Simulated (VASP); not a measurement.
Here is a VASP 6.6.1 calculation.

The input INCAR:

```
ALGO = Fast
EDIFF = 1E-6
ENCUT = 520
GGA = PE
ISIF = 2
ISMEAR = 0
LASPH = T
LCHARG = F
LREAL = F
LWAVE = F
NBANDS = 26
NELM = 100
PREC = Accurate
SIGMA = 0.1
```

Contents of KPOINTS:

```
k-points
0
Gamma
  15 15 8
```

File POSCAR:

```
Ti2TeO
1.0
    3.3218872574      0.0000000000      0.0000000000
   -1.6609436287      2.8768387534      0.0000000000
    0.0000000000      0.0000000000      6.3688196957
Ti Te O
2 1 1
Direct
    0.3333333333      0.6666666667      0.3433603601
    0.6666666667      0.3333333333      0.6566396399
    0.0000000000      0.0000000000      0.0000000000
    0.0000000000      0.0000000000      0.5000000000
```

Potentials or basis: VASP PAW PBE potentials, release 64 (Ti_sv, Te, O).

Launch:

```sh
$ cat potpaw_PBE.64/Ti_sv/POTCAR potpaw_PBE.64/Te/POTCAR potpaw_PBE.64/O/POTCAR > POTCAR
$ mpirun -np 1 vasp_std > vasp.out
```

Q: What does it give for the largest force?

A: 0.031 eV/Å.

Q: What does it give for the band gap on the k mesh?

A: Zero (bands 18 and 19 overlap by 0.96 eV).

Q: Estimate the pressure.

A: 0.2 GPa.

Forces on the atoms (eV/Å):
```
Ti   0.000  0.000 -0.031
Ti   0.000  0.000  0.031
Te   0.000  0.000  0.000
O    0.000  0.000  0.000
```

Caveat: spin-orbit coupling is left out, which moves the levels of the heavy elements; semilocal functionals often make such compounds metallic where correlation or magnetic order opens a gap, which also shifts bond lengths.
